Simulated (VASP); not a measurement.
# KTaO3 (Pm-3m) in VASP: electric field gradients with PBE

Aim: the electric field gradients of KTaO3 with PBE.

All numbers are computed with VASP 6.6.1; they aren't measurements. Logs are shortened: lines on timing, memory, paths and dates and some standing lists are left out, and cuts for length are marked.

**1. The cell of the first run**

The structure is cubic, space group Pm-3m (No. 221). The conventional cell has a = 3.988 Å, b = 3.988 Å, c = 3.988 Å, α = 90.00°, β = 90.00°, γ = 90.00°. Within 3.7 Å of K (site symmetry m-3m) lie 12 O at 2.82 Å and 8 Ta at 3.45 Å. Within 2.6 Å of Ta (site symmetry m-3m) lie 6 O at 1.99 Å. O (site symmetry 4/mmm) has 2 Ta at 1.99 Å within 2.6 Å.

**2. Electric field gradients, PBE, non-collinear spin, zero start, spin-orbit coupling**

INCAR

```
SYSTEM = KTaO3
PREC = Accurate ; ENCUT = 520
EDIFF = 1E-8 ; ISMEAR = -1
SIGMA = 0.02 ; LREAL = .FALSE.
LASPH = .TRUE. ; NELM = 200
ALGO = Normal ; ISIF = 2
LWAVE = .FALSE. ; LCHARG = .FALSE.
LNONCOLLINEAR = .TRUE. ; MAGMOM = 0 0 0 0 0 0 0 0 0 0 0 0 0 0 0
LORBIT = 11 ; LSORBIT = .TRUE.
GGA_COMPAT = .FALSE. ; LORBMOM = .TRUE.
LMAXMIX = 4 ; GGA = PE
LEFG = .TRUE. ; NBANDS = 55
```

KPOINTS

```
Automatic mesh
0
G
  5 5 5
  0 0 0
```

POSCAR

```
KTaO3
1.0
    3.9883000000      0.0000000000      0.0000000000
    0.0000000000      3.9883000000      0.0000000000
    0.0000000000      0.0000000000      3.9883000000
K Ta O
1 1 3
Direct
    0.5000000000      0.5000000000      0.5000000000
    0.0000000000      0.0000000000      0.0000000000
    0.5000000000      0.0000000000      0.0000000000
    0.0000000000      0.5000000000      0.0000000000
    0.0000000000      0.0000000000      0.5000000000
```

Potentials or basis: VASP PAW PBE potentials, release 64 (K_sv, Ta_sv_GW, O).

Started as:

```
$ cat potpaw_PBE.64/K_sv/POTCAR potpaw_PBE.64/Ta_sv_GW/POTCAR potpaw_PBE.64/O/POTCAR > POTCAR
$ mpirun -np 1 vasp_ncl > vasp.out
```

OUTCAR:

```text
SYSTEM = KTaO3
   PREC = Accurate
   ENCUT = 520
   EDIFF = 1E-8
   ISMEAR = -1
   LREAL = .FALSE.
   LASPH = .TRUE.
   NELM = 200
   ISIF = 2
   LNONCOLLINEAR = .TRUE.
   LORBIT = 11
   LSORBIT = .TRUE.
   GGA = PE

 ion  position               nearest neighbor table
   1  0.500  0.500  0.500-   3 2.82   4 2.82   5 2.82   3 2.82   4 2.82   3 2.82   5 2.82   3 2.82
                             4 2.82   5 2.82   4 2.82   5 2.82   2 3.45   2 3.45   2 3.45   2 3.45
   2  0.000  0.000  0.000-   3 1.99   4 1.99   5 1.99   5 1.99   4 1.99   3 1.99   1 3.45   1 3.45
                             1 3.45   1 3.45   1 3.45   1 3.45   1 3.45   1 3.45
   3  0.500  0.000  0.000-   2 1.99   2 1.99   1 2.82   1 2.82   1 2.82   1 2.82
   4  0.000  0.500  0.000-   2 1.99   2 1.99   1 2.82   1 2.82   1 2.82   1 2.82
   5  0.000  0.000  0.500-   2 1.99   2 1.99   1 2.82   1 2.82   1 2.82   1 2.82

  LATTYP: Found a simple cubic cell.
 ALAT       =     3.9883000000

  Lattice vectors:

 A1 = (   3.9883000000,   0.0000000000,   0.0000000000)
 A2 = (   0.0000000000,   3.9883000000,   0.0000000000)
 A3 = (   0.0000000000,   0.0000000000,   3.9883000000)

Analysis of symmetry for initial positions (statically):
=====================================================================
 Subroutine PRICEL returns:
 Original cell was already a primitive cell.

 Routine SETGRP: Setting up the symmetry group for a
 simple cubic supercell.

 Subroutine GETGRP returns: Found 48 space group operations
 (whereof 48 operations were pure point group operations)
 out of a pool of 48 trial point group operations.

The static configuration has the point symmetry O_h .

Analysis of symmetry for dynamics (positions and initial velocities):
=====================================================================
 Subroutine PRICEL returns:
 Original cell was already a primitive cell.

 Routine SETGRP: Setting up the symmetry group for a
 simple cubic supercell.

 Subroutine GETGRP returns: Found 48 space group operations
 (whereof 48 operations were pure point group operations)
 out of a pool of 48 trial point group operations.

The dynamic configuration has the point symmetry O_h .

Analysis of structural, dynamic, and magnetic symmetry:
=====================================================================
 Subroutine PRICEL returns:
 Original cell was already a primitive cell.

 Routine SETGRP: Setting up the symmetry group for a
 simple cubic supercell.

 Subroutine GETGRP returns: Found 48 space group operations
 (whereof 48 operations were pure point group operations)
 out of a pool of 48 trial point group operations.

The overall configuration has the point symmetry O_h .

 Subroutine INISYM returns: Found 48 space group operations
 (whereof 48 operations are pure point group operations),
 and found     1 'primitive' translations

----------------------------------------------------------------------------------------

                                     Primitive cell

  volume of cell :      63.4400

  direct lattice vectors                    reciprocal lattice vectors
     3.988300000  0.000000000  0.000000000     0.250733395  0.000000000  0.000000000
     0.000000000  3.988300000  0.000000000     0.000000000  0.250733395  0.000000000
     0.000000000  0.000000000  3.988300000     0.000000000  0.000000000  0.250733395

  length of vectors
     3.988300000  3.988300000  3.988300000     0.250733395  0.250733395  0.250733395

  position of ions in fractional coordinates (direct lattice)
     0.500000000  0.500000000  0.500000000
     0.000000000  0.000000000  0.000000000
     0.500000000  0.000000000  0.000000000
     0.000000000  0.500000000  0.000000000
     0.000000000  0.000000000  0.500000000

  ion indices of the primitive-cell ions
   primitive index   ion index
                 1           1
                 2           2
                 3           3
                 4           4
                 5           5

----------------------------------------------------------------------------------------

 KPOINTS: Automatic mesh

[... 667 lines left out ...]
  Total        2.2277258      2.2277258      2.2277258      0.0000000     -0.0000000     -0.0000000
  in kB       56.2611827     56.2611827     56.2611827      0.0000000     -0.0000000     -0.0000000
  external PRESSURE =      56.2611827 kB  Pullay stress =       0.0000000 kB

 VOLUME and BASIS-vectors are now :
 -----------------------------------------------------------------------------
  energy-cutoff  :      520.00
  volume of cell :       63.44
      direct lattice vectors                 reciprocal lattice vectors
     3.988300000  0.000000000  0.000000000     0.250733395  0.000000000  0.000000000
     0.000000000  3.988300000  0.000000000     0.000000000  0.250733395  0.000000000
     0.000000000  0.000000000  3.988300000     0.000000000  0.000000000  0.250733395

 POSITION                                       TOTAL-FORCE (eV/Angst)
 -----------------------------------------------------------------------------------
      1.99415      1.99415      1.99415         0.000000      0.000000      0.000000
      0.00000      0.00000      0.00000         0.000000      0.000000      0.000000
      1.99415      0.00000      0.00000         0.000000      0.000000      0.000000
      0.00000      1.99415      0.00000         0.000000      0.000000      0.000000
      0.00000      0.00000      1.99415         0.000000      0.000000      0.000000
 -----------------------------------------------------------------------------------
    total drift:                                0.000000     -0.000000     -0.000000

  FREE ENERGIE OF THE ION-ELECTRON SYSTEM (eV)
  ---------------------------------------------------
  free  energy   TOTEN  =       -44.9329123708 eV

  energy  without entropy=      -44.9329123708  energy(sigma->0) =      -44.93291237

 Electric field gradients (V/A^2)
---------------------------------------------------------------------
 ion       V_xx      V_yy      V_zz      V_xy      V_xz      V_yz
---------------------------------------------------------------------
   1      -0.000    -0.000     0.000     0.000    -0.000     0.000
   2       0.000    -0.000     0.000    -0.000     0.000     0.000
   3      19.696    -9.848    -9.848    -0.000    -0.000     0.000
   4      -9.848    19.696    -9.848    -0.000    -0.000     0.000
   5      -9.848    -9.848    19.696    -0.000     0.000    -0.000
---------------------------------------------------------------------

 Electric field gradients after diagonalization (V/A^2)
 (convention: |V_zz| > |V_xx| > |V_yy|)
----------------------------------------------------------------------
 ion       V_xx      V_yy      V_zz     asymmetry (V_yy - V_xx)/ V_zz
----------------------------------------------------------------------
   1      -0.000     0.000    -0.000      -1.373
   2       0.000    -0.000     0.000      -0.649
   3      -9.848    -9.848    19.696       0.000
   4      -9.848    -9.848    19.696       0.000
   5      -9.848    -9.848    19.696       0.000
----------------------------------------------------------------------

           NMR quadrupolar parameters

 Cq : quadrupolar parameter    Cq=e*Q*V_zz/h
 eta: asymmetry parameters     (V_yy - V_xx)/ V_zz
 Q  : nuclear electric quadrupole moment in mb (millibarn)
----------------------------------------------------------------------
 ion       Cq(MHz)       eta       Q (mb)
----------------------------------------------------------------------
   1      -0.000      -1.373       1.000
   2       0.000      -0.649       1.000
   3       0.048       0.000       1.000
   4       0.048       0.000       1.000
   5       0.048       0.000       1.000
----------------------------------------------------------------------

 orbital moment (x)

 # of ion     p       d       f       tot
 ------------------------------------------------
  1         0.000   0.000   0.000   0.000
  2         0.000  -0.000   0.000  -0.000
  3         0.000   0.000   0.000   0.000
  4         0.000   0.000   0.000   0.000
  5         0.000   0.000   0.000   0.000
 ------------------------------------------------
            0.000  -0.000   0.000  -0.000

 orbital moment (y)

 # of ion     p       d       f       tot
 ------------------------------------------------
  1         0.000   0.000   0.000   0.000
  2         0.000   0.000  -0.000   0.000
  3         0.000   0.000   0.000   0.000
  4        -0.000   0.000   0.000  -0.000
  5         0.000   0.000   0.000   0.000
 ------------------------------------------------
            0.000   0.000  -0.000   0.000

 orbital moment (z)

 # of ion     p       d       f       tot
 ------------------------------------------------
  1         0.000   0.000   0.000   0.000
  2         0.000   0.000   0.000   0.000
  3         0.000   0.000   0.000   0.000
  4        -0.000   0.000   0.000  -0.000
  5         0.000   0.000   0.000   0.000
 ------------------------------------------------
           -0.000   0.000   0.000  -0.000

 Spin-Orbit-Coupling matrix elements

 Ion:    1  E_soc:     -0.0079724
 l=   1
     0.0000000    -0.0013284    -0.0013284
    -0.0013284     0.0000000    -0.0013284
    -0.0013284    -0.0013284     0.0000000
 l=   2
     0.0000000    -0.0000000     0.0000000    -0.0000000    -0.0000003
    -0.0000000     0.0000000    -0.0000002    -0.0000000    -0.0000001
     0.0000000    -0.0000002     0.0000000    -0.0000002     0.0000000
    -0.0000000    -0.0000000    -0.0000002     0.0000000    -0.0000001
    -0.0000003    -0.0000001     0.0000000    -0.0000001     0.0000000
 l=   3
     0.0000000     0.0000000     0.0000000     0.0000000     0.0000000     0.0000000     0.0000000
     0.0000000     0.0000000     0.0000000     0.0000000     0.0000000     0.0000000     0.0000000
     0.0000000     0.0000000     0.0000000     0.0000000     0.0000000     0.0000000     0.0000000
     0.0000000     0.0000000     0.0000000     0.0000000     0.0000000     0.0000000     0.0000000
[... 69 lines left out ...]
 l=   2
     0.0000000     0.0000000     0.0000000     0.0000000     0.0000000
     0.0000000     0.0000000     0.0000000     0.0000000     0.0000000
     0.0000000     0.0000000     0.0000000     0.0000000     0.0000000
     0.0000000     0.0000000     0.0000000     0.0000000     0.0000000
     0.0000000     0.0000000     0.0000000     0.0000000     0.0000000
 l=   3
     0.0000000     0.0000000     0.0000000     0.0000000     0.0000000     0.0000000     0.0000000
     0.0000000     0.0000000     0.0000000     0.0000000     0.0000000     0.0000000     0.0000000
     0.0000000     0.0000000     0.0000000     0.0000000     0.0000000     0.0000000     0.0000000
     0.0000000     0.0000000     0.0000000     0.0000000     0.0000000     0.0000000     0.0000000
     0.0000000     0.0000000     0.0000000     0.0000000     0.0000000     0.0000000     0.0000000
     0.0000000     0.0000000     0.0000000     0.0000000     0.0000000     0.0000000     0.0000000
     0.0000000     0.0000000     0.0000000     0.0000000     0.0000000     0.0000000     0.0000000

 total charge

# of ion       s       p       d       f       tot
--------------------------------------------------
    1        1.962   5.608   0.048   0.000   7.618
    2        3.271   6.111   1.984   0.242  11.609
    3        1.563   3.523   0.000   0.000   5.086
    4        1.563   3.523   0.000   0.000   5.086
    5        1.563   3.523   0.000   0.000   5.086
--------------------------------------------------
tot          9.922  22.288   2.033   0.242  34.484

 magnetization (x)

# of ion       s       p       d       f       tot
--------------------------------------------------
    1       -0.000   0.000   0.000   0.000  -0.000
    2       -0.000   0.000   0.000  -0.000   0.000
    3        0.000   0.000   0.000   0.000   0.000
    4        0.000   0.000   0.000   0.000   0.000
    5        0.000   0.000   0.000   0.000   0.000
--------------------------------------------------
tot         -0.000   0.000   0.000  -0.000   0.000

 magnetization (y)

# of ion       s       p       d       f       tot
--------------------------------------------------
    1       -0.000   0.000  -0.000   0.000  -0.000
    2        0.000   0.000  -0.000   0.000  -0.000
    3        0.000   0.000   0.000   0.000   0.000
    4        0.000   0.000   0.000   0.000   0.000
    5        0.000  -0.000   0.000   0.000  -0.000
--------------------------------------------------
tot         -0.000  -0.000  -0.000   0.000  -0.000

 magnetization (z)

# of ion       s       p       d       f       tot
--------------------------------------------------
    1       -0.000   0.000   0.000   0.000  -0.000
    2       -0.000  -0.000   0.000  -0.000  -0.000
    3        0.000   0.000   0.000   0.000   0.000
    4        0.000  -0.000   0.000   0.000  -0.000
    5        0.000   0.000   0.000   0.000   0.000
--------------------------------------------------
tot         -0.000  -0.000   0.000  -0.000  -0.000
```

Wall time 2.9 min (1 thread of Intel Xeon Platinum 8259CL at 2.50GHz (Skylake/Cascade Lake), shared host); peak memory 0.32 GiB.

What came out:

```yaml
Free_energy: -44.9329 eV
Pressure: 5.6 GPa
Net_moment: 0.00 μB per cell
Largest_electric_field_gradient_by_atom: K -0.0; Ta +0.0; O +19.7 V/Å²
Valence_electrons_inside_the_program's_atomic_spheres: K 7.62; Ta 11.61; O 5.09
```

Moments on the atoms (μB; x, y, z):
```
K   0.00 0.00 0.00
Ta  0.00 0.00 0.00
O   0.00 0.00 0.00
O   0.00 0.00 0.00
O   0.00 0.00 0.00
```

Electric field gradients, principal values (V/Å²):
```csv
atom,least,middle,greatest (by size)
1 K,0.000,0.000,0.000
2 Ta,0.000,0.000,0.000
3 O,-9.848,-9.848,19.696
4 O,-9.848,-9.848,19.696
5 O,-9.848,-9.848,19.696
```

Caveat: the cell stands under pressure; without QUAD_EFG the Cq values of the log hold for a quadrupole moment of 1 mb, not for the nuclei.
